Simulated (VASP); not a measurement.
Cs: single point with PBE

Cs:

```
Cs
1.0
     4.74734    0.00000    0.00000
     0.00000    4.74734    0.00000
     0.00000    0.00000    4.74734
Cs
1
Direct
  0.00000 0.00000 0.00000
```

This isn't the form of Cs at room conditions, which is bcc.

| Item | Value |
| --- | --- |
| Program | VASP 6.6.1 |
| Task | single point |
| Functional | PBE |
| Potentials or basis | VASP PAW PBE potentials, release 64 (Cs_sv) |
| Cutoff | 520 eV |
| k mesh | 8 × 8 × 8 |
| Occupations | fermi-dirac, width 0.08 eV |
| Spin | no spin polarisation |

```json
{
  "Pressure": "0.4 GPa",
  "Band gap on the k mesh": "zero (an odd number of electrons rules out a gap without spin polarisation)"
}
```

Levels at points of the mesh, in eV from the Fermi level:
```
           k point  band 1  band 2  band 3  band 4  band 5  band 6  band 7  band 8
(0.00, 0.00, 0.00)  -24.01  -10.70  -10.70  -10.70   -1.75    1.29    1.29    4.63
(0.50, 0.00, 0.00)  -24.00  -10.97  -10.68  -10.68   -0.19    0.49    1.76    2.99
(0.50, 0.50, 0.00)  -23.99  -10.93  -10.93  -10.66    0.16    1.27    2.30    2.30
(0.50, 0.50, 0.50)  -23.97  -10.90  -10.90  -10.90    0.98    0.98    0.98    3.05
```

Wall time 21 s on 1 thread of Intel(R) Xeon(R) Platinum 8259CL CPU @ 2.50GHz (Skylake/Cascade Lake), on a shared host, peak memory 0.21 GiB.

Caveat: spin-orbit coupling is left out, which moves the levels of the heavy elements.
